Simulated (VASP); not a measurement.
Crystal: MgS.

```
CELL_PARAMETERS angstrom
0.00000 2.53726 2.60152
2.53726 0.00000 2.60152
2.53726 2.53726 0.00000
ATOMIC_POSITIONS crystal
Mg 0.00000 0.00000 0.00000
S 0.50000 0.50000 0.50000
```

This cell differs from its parent crystal: biaxial xy strain -2.5%.

Program: VASP 6.6.1. Alike in all runs: task single point; potentials or basis VASP PAW PBE potentials, release 64 (Mg, S); no spin polarisation; cell as given; cutoff (eV) 520.

Problem. Order these runs on this cell by their band gap on the k mesh, lowest first.
A. level r2SCAN; k mesh 8 × 8 × 8; smearing gaussian 0.01 eV
B. level HSE06; k mesh 6 × 6 × 6; smearing gaussian 0.01 eV; grid for exact exchange (PRECFOCK) Normal; share of exact exchange 0.25; screening parameter 0.2079 1/Å
C. level PBE; k mesh 8 × 8 × 8; smearing fermi-dirac 0.02 eV

Solution. C (2.77 eV), A (3.43 eV), B (3.75 eV).

A k mesh can miss the band edges.
